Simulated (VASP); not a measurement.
# Cu3Sb2 (P6/mmm) in VASP: single point with PBE

Aim: the single point of Cu3Sb2 with PBE.

Everything below comes from runs of VASP 6.6.1. Logs are shortened: lines on timing, memory, paths and dates and some standing lists are left out, and cuts for length are marked.

## Step 1: The cell of the first run

The structure is hexagonal, space group P6/mmm (No. 191). The conventional cell has a = 5.778 Å, b = 5.778 Å, c = 4.024 Å, α = 90.00°, β = 90.00°, γ = 120.00°. Cu (site symmetry -6m2) has 2 Sb at 2.01 Å within 2.7 Å. Cu (site symmetry 6/mmm) has 8 Cu at 3.34 to 4.02 Å and 12 Sb at 3.90 Å within 4.4 Å. Within 2.7 Å of Sb (site symmetry -6m2) lie 2 Cu at 2.01 Å.

The cell was built from a structure type or drawn by symmetry, and may not be a known phase.

## Step 2: Single point, PBE

The input, INCAR:

```
PREC = Accurate
ENCUT = 700
EDIFF = 1E-6
ISMEAR = 0
SIGMA = 0.1
LREAL = False
LASPH = True
NELM = 120
ALGO = Normal
ISIF = 2
LWAVE = False
LCHARG = False
GGA = PE
NBANDS = 52
GGA_COMPAT = False
```

The input, KPOINTS:

```
regular mesh
0
Gamma
  3 3 4
```

The input, POSCAR:

```
Cu3Sb2
1.0
    5.7782189800      0.0000000000      0.0000000000
   -2.8891094900      5.0040844300      0.0000000000
    0.0000000000      0.0000000000      4.0238742500
Cu Sb
3 2
Direct
    0.3333333300      0.6666666700      0.0000000000
    0.6666666700      0.3333333300      0.0000000000
    0.0000000000      0.0000000000      0.0000000000
    0.3333333300      0.6666666700      0.5000000000
    0.6666666700      0.3333333300      0.5000000000
```

Potentials or basis: VASP PAW PBE potentials, release 64 (Cu_sv_GW, Sb_d_GW).

Launch:

```sh
cat potpaw_PBE.64/Cu_sv_GW/POTCAR potpaw_PBE.64/Sb_d_GW/POTCAR > POTCAR
mpirun -np 1 vasp_std > vasp.out
```

OUTCAR:

```text
PREC = Accurate
   ENCUT = 700
   EDIFF = 1E-6
   ISMEAR = 0
   LREAL = False
   LASPH = True
   NELM = 120
   ISIF = 2
   GGA = PE

 ion  position               nearest neighbor table
   1  0.333  0.667  0.000-   4 2.01   4 2.01
   2  0.667  0.333  0.000-   5 2.01   5 2.01
   3  0.000  0.000  0.000-
   4  0.333  0.667  0.500-   1 2.01   1 2.01   5 3.34   5 3.34   5 3.34
   5  0.667  0.333  0.500-   2 2.01   2 2.01   4 3.34   4 3.34   4 3.34

  LATTYP: Found a hexagonal cell.
 ALAT       =     5.7782189800
 C/A-ratio  =     0.6963865966

  Lattice vectors:

 A1 = (   5.7782189800,   0.0000000000,   0.0000000000)
 A2 = (  -2.8891094900,   5.0040844300,   0.0000000000)
 A3 = (   0.0000000000,   0.0000000000,   4.0238742500)

Analysis of symmetry for initial positions (statically):
=====================================================================
 Subroutine PRICEL returns:
 Original cell was already a primitive cell.

 Routine SETGRP: Setting up the symmetry group for a
 hexagonal supercell.

 Subroutine GETGRP returns: Found 24 space group operations
 (whereof 24 operations were pure point group operations)
 out of a pool of 24 trial point group operations.

The static configuration has the point symmetry D_6h.

Analysis of symmetry for dynamics (positions and initial velocities):
=====================================================================
 Subroutine PRICEL returns:
 Original cell was already a primitive cell.

 Routine SETGRP: Setting up the symmetry group for a
 hexagonal supercell.

 Subroutine GETGRP returns: Found 24 space group operations
 (whereof 24 operations were pure point group operations)
 out of a pool of 24 trial point group operations.

The dynamic configuration has the point symmetry D_6h.

 Subroutine INISYM returns: Found 24 space group operations
 (whereof 24 operations are pure point group operations),
 and found     1 'primitive' translations

----------------------------------------------------------------------------------------

                                     Primitive cell

  volume of cell :     116.3491

  direct lattice vectors                    reciprocal lattice vectors
[... 74 lines left out ...]
   LASPH  =      T    aspherical Exc in radial PAW
   ENCUT  =  700.0 eV  51.45 Ry    7.17 a.u.  12.47 12.47  8.68*2*pi/ulx,y,z
   NELM   =    120;   NELMIN=  2; NELMDL= -5     # of ELM steps
   EDIFF  = 0.1E-05   stopping-criterion for ELM
   LREAL  =      F    real-space projection
   EDIFFG = 0.1E-04   stopping-criterion for IOM
   NSW    =      0    number of steps for IOM
   IBRION =     -1    ionic relax: 0-MD 1-quasi-New 2-CG
   NFREE  =      0    steps in history (QN), initial steepest desc. (CG)
   ISIF   =      2    stress and relaxation
   ISYM   =      2    0-nonsym 1-usesym 2-fastsym
   POTIM  = 0.5000    time-step for ionic-motion
   TEBEG  =    0.0;   TEEND  =   0.0 temperature during run
   PSTRESS=    0.0 pullay stress
   NELECT =      87.0000    total number of electrons
   NUPDOWN=      -1.0000    fix difference up-down
   EMIN   =  10.00;   EMAX   =-10.00  energy-range for DOS
   EFERMI =   0.00;   METHOD = LEGACY
   ISMEAR =     0;   SIGMA  =   0.10  broadening in eV -4-tet -1-fermi 0-gaus
   EFERMI_NEDOS =   21; number of points for ismear=-14 and -15
   IALGO  =     38    algorithm
   IMIX   =      4    mixing-type and parameters
     AMIX     =   0.40;   BMIX     =  1.00
     AMIX_MAG =   1.60;   BMIX_MAG =  1.00
  volume/ion in A,a.u.               =      23.27       157.03
  Fermi-wavevector in a.u.,A,eV,Ry     =   1.485914  2.807970 30.040839  2.207939
  Thomas-Fermi vector in A             =   2.599266
   LORBIT       =      0    0 simple, 1 ext, 2 COOP (PROOUT), +10 PAW based schemes
   GGA     = PE    functional components
   LHFCALC =     F    Hartree Fock is set to
   AEXX    =    0.0000 exact exchange contribution
   IVDW    =     0    specifies the selected vdW correction
   LEPSILON=     F    determine dielectric tensor
   LRPA    =     F    only Hartree local field effects (RPA)
 non-spin polarized calculation
 Gauss-broadening in eV      SIGMA  =   0.10
  energy-cutoff  :      700.00
  volume of cell :      116.35
 maximum number of plane-waves:      4932
 NGX is ok and might be reduce to    50
   NGX = 25   NGY = 25   NGZ = 17

 number of electron      86.9999989 magnetization

 Free energy of the ion-electron system (eV)
  ---------------------------------------------------
  ext. energy  EPLUGINS =         0.00000000
  ---------------------------------------------------
  free energy    TOTEN  =        -9.37482077 eV

  energy without entropy =       -9.35379099  energy(sigma->0) =       -9.36430588

 E-fermi :   4.1990     XC(G=0): -10.0027

 val. band max:        4.0855008042   @ k =   0.3333   0.3333   0.2500
 cond. band min:       4.2171102834   @ k =   0.3333   0.0000   0.5000
 fundamental gap:      0.1316094791
 Fermi energy:         4.1990476239

 k-point     1 :       0.0000    0.0000    0.0000
  band No.  band energies     occupation
      1    -109.3382      2.00000
      2    -109.3379      2.00000
      3    -107.1604      2.00000
      4     -67.2276      2.00000
      5     -67.2273      2.00000
      6     -66.5178      2.00000
[... 484 lines left out ...]
     51      12.1072      0.00000
     52      12.8509      0.00000

------------------------ aborting loop because EDIFF is reached ----------------------------------------

  FORCE on cell =-STRESS in cart. coord.  units (eV):
  Direction    XX          YY          ZZ          XY          YZ          ZX
  --------------------------------------------------------------------------------------
  -------------------------------------------------------------------------------------
  Total       -4.6660807     -4.6660807     76.5758762      0.0000000     -0.0000000      0.0000000
  in kB      -64.2539452    -64.2539453   1054.4828767      0.0000000     -0.0000000      0.0000000
  external PRESSURE =     308.6583288 kB  Pullay stress =       0.0000000 kB

 VOLUME and BASIS-vectors are now :
 -----------------------------------------------------------------------------
  energy-cutoff  :      700.00
  volume of cell :      116.35
      direct lattice vectors                 reciprocal lattice vectors
     5.778218980  0.000000000  0.000000000     0.173063708  0.099918378  0.000000000
    -2.889109490  5.004084430  0.000000000     0.000000000  0.199836756  0.000000000
     0.000000000  0.000000000  4.023874250     0.000000000  0.000000000  0.248516712

 POSITION                                       TOTAL-FORCE (eV/Angst)
 -----------------------------------------------------------------------------------
     -0.00000      3.33606      0.00000         0.000000     -0.000000     -0.000000
      2.88911      1.66803      0.00000        -0.000000      0.000000      0.000000
      0.00000      0.00000      0.00000         0.000000      0.000000      0.000000
     -0.00000      3.33606      2.01194        -0.000000      0.000000      0.000000
      2.88911      1.66803      2.01194         0.000000      0.000000      0.000000
 -----------------------------------------------------------------------------------
    total drift:                               -0.000000      0.000000     -0.000000

  FREE ENERGIE OF THE ION-ELECTRON SYSTEM (eV)
  ---------------------------------------------------
  free  energy   TOTEN  =        -9.3748207749 eV

  energy  without entropy=       -9.3537909946  energy(sigma->0) =       -9.36430588
```

It took 2.9 min on 1 thread of Intel Xeon Platinum 8488C (Sapphire Rapids), shared host; peak memory 0.34 GiB.

Results:

```yaml
Free_energy: -9.3748 eV
Pressure: 30.9 GPa
Band_gap_on_the_k_mesh: zero (an odd number of electrons rules out a gap without spin polarisation)
```

Caveat: the k points lie up to 0.42 Å⁻¹ apart, too coarse for converged energies and pressures of a metal; spin-orbit coupling is left out, which moves the levels of the heavy elements.
